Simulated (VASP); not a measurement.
# SiC (F-43m) in VASP: a series of runs

SiC is run at these levels: PBEsol, LDA, PBE0; tasks: relaxation of cell and atoms, single point.

All numbers are computed with VASP 6.6.1; they aren't measurements. Logs are shortened: lines on timing, memory, paths and dates and some standing lists are left out, and cuts for length are marked.

### Step 1. The cell of the first run

The structure is cubic, space group F-43m (No. 216). The conventional cell has a = 4.380 Å, b = 4.380 Å, c = 4.380 Å, α = 90.00°, β = 90.00°, γ = 90.00°. Si (site symmetry -43m) has 4 C at 1.90 Å within 2.5 Å. Within 2.5 Å of C (site symmetry -43m) lie 4 Si at 1.90 Å.

### Step 2. Relaxation of cell and atoms, PBEsol

INCAR reads:

```
PREC = Accurate ; ENCUT = 600
EDIFF = 1E-6 ; ISMEAR = -1
SIGMA = 0.02 ; LREAL = F
LASPH = T ; NELM = 100
ALGO = Normal ; ISIF = 3
LWAVE = F ; LCHARG = F
GGA = PS ; IBRION = 2
NSW = 80 ; EDIFFG = -0.005
```

KPOINTS reads:

```
Automatic mesh
0
Gamma
  10 10 10
```

POSCAR reads:

```
SiC
1.0
    0.0000000000      2.1898629696      2.1898629696
    2.1898629696      0.0000000000      2.1898629696
    2.1898629696      2.1898629696      0.0000000000
Si C
1 1
Direct
    0.2500000000      0.2500000000      0.2500000000
    0.0000000000      0.0000000000      0.0000000000
```

Potentials or basis: VASP PAW PBE potentials, release 64 (Si, C).

Launch:

```console
$ cat potpaw_PBE.64/Si/POTCAR potpaw_PBE.64/C/POTCAR > POTCAR
$ mpirun -np 1 vasp_std > vasp.out
```

OUTCAR:

```text
PREC = Accurate
   ENCUT = 600
   EDIFF = 1E-6
   ISMEAR = -1
   LREAL = F
   LASPH = T
   NELM = 100
   ISIF = 3
   GGA = PS
   IBRION = 2
   NSW = 80
   EDIFFG = -0.005

 ion  position               nearest neighbor table
   1  0.250  0.250  0.250-   2 1.90   2 1.90   2 1.90   2 1.90
   2  0.000  0.000  0.000-   1 1.90   1 1.90   1 1.90   1 1.90

  LATTYP: Found a face centered cubic cell.
 ALAT       =     4.3797259392

  Lattice vectors:

 A1 = (   0.0000000000,   2.1898629696,   2.1898629696)
 A2 = (   2.1898629696,   0.0000000000,   2.1898629696)
 A3 = (   2.1898629696,   2.1898629696,   0.0000000000)

Analysis of symmetry for initial positions (statically):
=====================================================================
 Subroutine PRICEL returns:
 Original cell was already a primitive cell.

 Routine SETGRP: Setting up the symmetry group for a
 face centered cubic supercell.

 Subroutine GETGRP returns: Found 24 space group operations
 (whereof 24 operations were pure point group operations)
 out of a pool of 48 trial point group operations.

The static configuration has the point symmetry T_d .

Analysis of symmetry for dynamics (positions and initial velocities):
=====================================================================
 Subroutine PRICEL returns:
 Original cell was already a primitive cell.

 Routine SETGRP: Setting up the symmetry group for a
 face centered cubic supercell.

 Subroutine GETGRP returns: Found 24 space group operations
 (whereof 24 operations were pure point group operations)
 out of a pool of 48 trial point group operations.

The dynamic configuration has the point symmetry T_d .

 Subroutine INISYM returns: Found 24 space group operations
 (whereof 24 operations are pure point group operations),
 and found     1 'primitive' translations

----------------------------------------------------------------------------------------

                                     Primitive cell

  volume of cell :      21.0030

  direct lattice vectors                    reciprocal lattice vectors
     0.000000000  2.189862970  2.189862970    -0.228324789  0.228324789  0.228324789
     2.189862970  0.000000000  2.189862970     0.228324789 -0.228324789  0.228324789
     2.189862970  2.189862970  0.000000000     0.228324789  0.228324789 -0.228324789

  length of vectors
     3.096933911  3.096933911  3.096933911     0.395470135  0.395470135  0.395470135

  position of ions in fractional coordinates (direct lattice)
     0.250000000  0.250000000  0.250000000
     0.000000000  0.000000000  0.000000000

  ion indices of the primitive-cell ions
   primitive index   ion index
                 1           1
                 2           2

----------------------------------------------------------------------------------------

 KPOINTS: Automatic mesh

Automatic generation of k-mesh.
 Grid dimensions read from file:
 generate k-points for:   10   10   10

 Generating k-lattice:

  Cartesian coordinates                     Fractional coordinates (reciprocal lattice)
    -0.022832479  0.022832479  0.022832479     0.100000000  0.000000000  0.000000000
     0.022832479 -0.022832479  0.022832479     0.000000000  0.100000000  0.000000000
     0.022832479  0.022832479 -0.022832479     0.000000000  0.000000000  0.100000000

  Length of vectors
     0.039547013  0.039547013  0.039547013

  Shift w.r.t. Gamma in fractional coordinates (k-lattice)
     0.000000000  0.000000000  0.000000000

 Subroutine IBZKPT returns following result:
 ===========================================

 Found     47 irreducible k-points:

 Following reciprocal coordinates:
            Coordinates               Weight
  0.000000  0.000000  0.000000      1.000000
  0.100000  0.000000  0.000000      8.000000
  0.200000  0.000000  0.000000      8.000000
  0.300000  0.000000  0.000000      8.000000
  0.400000  0.000000  0.000000      8.000000
  0.500000  0.000000  0.000000      4.000000
[... 16 lines left out ...]
  0.300000  0.300000  0.000000      6.000000
  0.400000  0.300000  0.000000     24.000000
 [... further k-points ...]
   k-points           NKPTS =     47   k-points in BZ     NKDIM =     47   number of bands    NBANDS=      8
   number of dos      NEDOS =    301   number of ions     NIONS =      2
   total plane-waves  NPLWV =  21952
   dimension x,y,z NGX =    28 NGY =   28 NGZ =   28
   dimension x,y,z NGXF=    56 NGYF=   56 NGZF=   56
   ions per type =               1   1
   NGX,Y,Z   is equivalent  to a cutoff of  15.03, 15.03, 15.03 a.u.
   NGXF,Y,Z  is equivalent  to a cutoff of  30.06, 30.06, 30.06 a.u.
 SYSTEM =  unknown system
   PREC   = accura    normal or accurate (medium, high low for compatibility)
   ISTART =      0    job   : 0-new  1-cont  2-samecut
   ICHARG =      2    charge: 1-file 2-atom 10-const
   ISPIN  =      1    spin polarized calculation?
   LNONCOLLINEAR =      F non collinear calculations
   LSORBIT =      F    spin-orbit coupling
   LASPH  =      T    aspherical Exc in radial PAW
   ENCUT  =  600.0 eV  44.10 Ry    6.64 a.u.   6.19  6.19  6.19*2*pi/ulx,y,z
   NELM   =    100;   NELMIN=  2; NELMDL= -5     # of ELM steps
   EDIFF  = 0.1E-05   stopping-criterion for ELM
   LREAL  =      F    real-space projection
   EDIFFG = -.5E-02   stopping-criterion for IOM
   NSW    =     80    number of steps for IOM
   IBRION =      2    ionic relax: 0-MD 1-quasi-New 2-CG
   NFREE  =      1    steps in history (QN), initial steepest desc. (CG)
   ISIF   =      3    stress and relaxation
   ISYM   =      2    0-nonsym 1-usesym 2-fastsym
   POTIM  = 0.5000    time-step for ionic-motion
   TEBEG  =    0.0;   TEEND  =   0.0 temperature during run
   PSTRESS=    0.0 pullay stress
   NELECT =       8.0000    total number of electrons
   NUPDOWN=      -1.0000    fix difference up-down
   EMIN   =  10.00;   EMAX   =-10.00  energy-range for DOS
   EFERMI =   0.00;   METHOD = LEGACY
   ISMEAR =    -1;   SIGMA  =   0.02  broadening in eV -4-tet -1-fermi 0-gaus
   EFERMI_NEDOS =   21; number of points for ismear=-14 and -15
   IALGO  =     38    algorithm
   IMIX   =      4    mixing-type and parameters
     AMIX     =   0.40;   BMIX     =  1.00
     AMIX_MAG =   1.60;   BMIX_MAG =  1.00
  volume/ion in A,a.u.               =      10.50        70.87
  Fermi-wavevector in a.u.,A,eV,Ry     =   1.186710  2.242556 19.160817  1.408280
  Thomas-Fermi vector in A             =   2.322877
   LORBIT       =      0    0 simple, 1 ext, 2 COOP (PROOUT), +10 PAW based schemes
   GGA     = PS    functional components
   LHFCALC =     F    Hartree Fock is set to
   AEXX    =    0.0000 exact exchange contribution
   IVDW    =     0    specifies the selected vdW correction
   LEPSILON=     F    determine dielectric tensor
   LRPA    =     F    only Hartree local field effects (RPA)
 conjugate gradient relaxation of ions
 non-spin polarized calculation
  energy-cutoff  :      600.00
  volume of cell :       21.00
 maximum number of plane-waves:       725
 NGX is ok and might be reduce to    28
   NGX = 13   NGY = 13   NGZ = 13

--------------------------------------- Ionic step        1  -------------------------------------------

 number of electron       8.0000000 magnetization

 Free energy of the ion-electron system (eV)
  ---------------------------------------------------
  ext. energy  EPLUGINS =         0.00000000
  ---------------------------------------------------
  free energy    TOTEN  =       -15.91331712 eV

  energy without entropy =      -15.91331712  energy(sigma->0) =      -15.91331712

------------------------ aborting loop because EDIFF is reached ----------------------------------------

  FORCE on cell =-STRESS in cart. coord.  units (eV):
  Direction    XX          YY          ZZ          XY          YZ          ZX
  --------------------------------------------------------------------------------------
  -------------------------------------------------------------------------------------
  Total       -0.4149650     -0.4149650     -0.4149650      0.0000000     -0.0000000      0.0000000
  in kB      -31.6549245    -31.6549245    -31.6549245      0.0000000     -0.0000000      0.0000000
  external PRESSURE =     -31.6549245 kB  Pullay stress =       0.0000000 kB
[... 57 lines left out ...]
  energy  without entropy=      -15.9130071302  energy(sigma->0) =      -15.91300713

--------------------------------------- Ionic step        3  -------------------------------------------

 number of electron       8.0000000 magnetization

 Free energy of the ion-electron system (eV)
  ---------------------------------------------------
  ext. energy  EPLUGINS =         0.00000000
  ---------------------------------------------------
  free energy    TOTEN  =       -15.91641250 eV

  energy without entropy =      -15.91641250  energy(sigma->0) =      -15.91641250

 E-fermi :   8.5054     XC(G=0): -11.5042

 val. band max:        8.0543445104   @ k =   0.0000   0.0000   0.0000
 cond. band min:       9.2887495370   @ k =   0.5000   0.5000   0.0000
 fundamental gap:      1.2344050266
 Fermi energy:         8.5053533462

 k-point     1 :       0.0000    0.0000    0.0000
  band No.  band energies     occupation
      1      -7.3686      2.00000
      2       8.0543      2.00000
      3       8.0543      2.00000
      4       8.0543      2.00000
      5      14.2396      0.00000
      6      15.2965      0.00000
      7      15.2965      0.00000
      8      15.2965      0.00000
[... 243 lines left out ...]
 k-point    24 :       0.4000    0.3000    0.0000
  band No.  band energies     occupation
      1      -4.2093      2.00000
      2       2.4684      2.00000
      3       4.8708      2.00000
      4       5.4084      2.00000
      5      10.8111      0.00000
      6      13.5661      0.00000
      7      19.6060      0.00000
      8      19.9159      0.00000

 [... further k-points ...]
[... 5 lines left out ...]
  --------------------------------------------------------------------------------------
  -------------------------------------------------------------------------------------
  Total       -0.0001488     -0.0001488     -0.0001488     -0.0000000     -0.0000000      0.0000000
  in kB       -0.0115162     -0.0115162     -0.0115162     -0.0000000     -0.0000000      0.0000000
  external PRESSURE =      -0.0115162 kB  Pullay stress =       0.0000000 kB
[... 17 lines left out ...]
  FREE ENERGIE OF THE ION-ELECTRON SYSTEM (eV)
  ---------------------------------------------------
  free  energy   TOTEN  =       -15.9164124962 eV

  energy  without entropy=      -15.9164124962  energy(sigma->0) =      -15.91641250

 reached required accuracy - stopping structural energy minimisation
```

Run time: 14 s. Hardware: 1 thread of Intel Xeon 6975P-C, shared host; peak memory 0.16 GiB.

What came out:

```
Free energy                            : -15.9164 eV
Relaxed volume                         : 10.35 Å³/atom
Relaxed cell                           : a = 3.082 Å, b = 3.082 Å, c = 3.082 Å, α = 60.00°, β = 60.00°, γ = 60.00°
Space group after relaxing (to 0.05 Å) : F-43m (No. 216)
Energy gained by relaxing              : 1.5 meV/atom
Ionic steps                            : 3
Pressure after relaxing                : 0.0 GPa
Band gap on the k mesh                 : 1.23 eV, indirect (least direct gap 4.44 eV)
```

The path:
```
step  energy change (eV)  largest force (eV/Å)  pressure (GPa)  volume (Å³)
   1              0.0000                0.0000           -3.17        21.00
   2              0.0003                0.0000            3.51        20.38
   3             -0.0031                0.0000            0.00        20.69
```

Final structure:
```xyz
2
Lattice="0.0000 2.1791 2.1791 2.1791 0.0000 2.1791 2.1791 2.1791 0.0000" Properties=species:S:1:pos:R:3 pbc="T T T"
Si    1.0895    1.0895    1.0895
C     0.0000    0.0000    0.0000
```

Caveat: the PAW data sets were made with another functional, which shifts forces and pressure a little. A k mesh can miss the band edges.

### Step 3. Relaxation of cell and atoms, LDA

INCAR reads:

```
ALGO = Normal
EDIFF = 1E-6
EDIFFG = -0.005
ENCUT = 600
GGA = CA
IBRION = 2
ISIF = 3
ISMEAR = -1
LASPH = T
LCHARG = F
LREAL = F
LWAVE = F
NELM = 60
NSW = 80
PREC = Accurate
SIGMA = 0.02
```

KPOINTS reads:

```
k-points
0
Gamma
  10 10 10
```

POSCAR is that of step 2.

Potentials or basis: VASP PAW LDA potentials, release 64 (Si, C).

Launch:

```console
$ cat potpaw_LDA.64/Si/POTCAR potpaw_LDA.64/C/POTCAR > POTCAR
$ mpirun -np 1 vasp_std > vasp.out
```

Run time: 14 s. Hardware: 1 thread of Intel Xeon 6975P-C, shared host; peak memory 0.14 GiB.

Results (log left out):

* Free energy: -16.6455 eV
* Relaxed volume: 10.15 Å³/atom
* Relaxed cell: a = 3.062 Å, b = 3.062 Å, c = 3.062 Å, α = 60.00°, β = 60.00°, γ = 60.00°
* Space group after relaxing (to 0.05 Å): F-43m (No. 216)
* Energy gained by relaxing: 8.2 meV/atom
* Ionic steps: 3
* Pressure after relaxing: -0.1 GPa
* Band gap on the k mesh: 1.29 eV, indirect (least direct gap 4.52 eV)

Step by step:
```tsv
step	energy change (eV)	largest force (eV/Å)	pressure (GPa)	volume (Å³)
1	0.0000	0.0000	-7.26	21.00
2	0.0025	0.0000	8.74	19.59
3	-0.0164	0.0000	-0.05	20.31
```

Final structure:
```
Si C
1.0
     0.00000    2.16536    2.16536
     2.16536    0.00000    2.16536
     2.16536    2.16536    0.00000
Si C
1 1
Direct
  0.25000 0.25000 0.25000
  0.00000 0.00000 0.00000
```

Levels at points of the mesh, in eV from the valence-band top:
```tsv
k point	band 1	band 2	band 3	band 4	band 5	band 6	band 7	band 8
(0.00, 0.00, 0.00)	-15.46	0.00	0.00	0.00	6.51	7.32	7.32	7.32
(0.50, 0.00, 0.00)	-11.77	-8.66	-1.06	-1.06	5.56	7.21	7.21	10.02
(0.50, 0.50, 0.00)	-10.27	-7.87	-3.23	-3.23	1.29	4.26	14.05	14.05
```

### Step 4. Single point, PBE0

This run uses another cell than the first one, of 10.33 Å³/atom, 0.984 times its volume.

POSCAR reads:

```
SiC
1.0
    0.0000000000      2.1780504216      2.1780504216
    2.1780504216      0.0000000000      2.1780504216
    2.1780504216      2.1780504216      0.0000000000
Si C
1 1
Direct
    0.2500000000      0.2500000000      0.2500000000
    0.0000000000      0.0000000000      0.0000000000
```

INCAR.step1 reads:

```
SYSTEM = SiC
PREC = Accurate ; ENCUT = 520
EDIFF = 1E-5 ; ISMEAR = 0
SIGMA = 0.01 ; LREAL = .False.
LASPH = .True. ; NELM = 100
ALGO = Normal ; ISIF = 2
LWAVE = .True. ; LCHARG = .False.
NBANDS = 11 ; GGA = PE
```

INCAR.step2 reads:

```
SYSTEM = SiC
PREC = Accurate ; ENCUT = 520
EDIFF = 1E-6 ; ISMEAR = 0
SIGMA = 0.01 ; LREAL = .False.
LASPH = .True. ; NELM = 100
ALGO = Normal ; ISIF = 2
LWAVE = .False. ; LCHARG = .False.
GGA = PE ; LHFCALC = .True.
AEXX = 0.25 ; PRECFOCK = Normal
NBANDS = 11 ; ISTART = 1
```

KPOINTS reads:

```
Automatic mesh
0
Gamma
  8 8 8
  0 0 0
```

Potentials or basis: VASP PAW PBE potentials, release 64 (Si, C).

Launch:

```console
$ cat potpaw_PBE.64/Si/POTCAR potpaw_PBE.64/C/POTCAR > POTCAR
$ cp INCAR.step1 INCAR
$ mpirun -np 1 vasp_std > vasp.out
$ cp INCAR.step2 INCAR
$ mpirun -np 1 vasp_std > vasp.out
```

Run time: 23 min. Hardware: 1 thread of AMD EPYC 7R43 (Zen 3), shared host; peak memory 0.12 GiB.

It converged, with:

| Item | Value |
| --- | --- |
| Free energy | -18.4774 eV |
| Pressure | -1.7 GPa |
| Band gap on the k mesh | 2.96 eV, indirect (least direct gap 6.48 eV) |

Levels at points of the mesh, in eV from the valence-band top:
```tsv
k point	band 1	band 2	band 3	band 4	band 5	band 6	band 7	band 8	band 9
(0.00, 0.00, 0.00)	-17.05	0.00	0.00	0.00	8.30	9.35	9.35	9.35	16.87
(0.50, 0.00, 0.00)	-13.19	-9.41	-1.16	-1.16	7.40	9.24	9.24	12.34	18.68
(0.50, 0.50, 0.00)	-11.63	-8.60	-3.51	-3.51	2.96	6.12	16.74	16.74	17.54
```

Caveat: the PAW data sets were made with another functional, which shifts forces and pressure a little.

### Step 5. The runs side by side

```tsv
task	level	potentials or basis	cell	k mesh	cutoff (eV)	smearing	grid for exact exchange (PRECFOCK)	gap on the mesh (eV)	pressure (GPa)	relaxed volume (Å³/atom)
relaxation of cell and atoms	PBEsol	VASP PAW PBE potentials, release 64 (Si, C)	relaxed from a = 3.097 Å, angles 60.0°, 2 atoms	10 × 10 × 10	600	fermi-dirac 0.02 eV	-	1.23	0.0	10.35
relaxation of cell and atoms	LDA	VASP PAW LDA potentials, release 64 (Si, C)	relaxed from a = 3.097 Å, angles 60.0°, 2 atoms	10 × 10 × 10	600	fermi-dirac 0.02 eV	-	1.29	-0.1	10.15
single point	PBE0	VASP PAW PBE potentials, release 64 (Si, C)	a = 3.080 Å, angles 60.0°, 2 atoms	8 × 8 × 8	520	gaussian 0.01 eV	Normal	2.96	-1.7	-
```

Alike in all rows: no spin polarisation.

Caveats: the PAW data sets were made with another functional, which shifts forces and pressure a little (some runs).

Absolute energies hang on the potentials; compare differences alone.
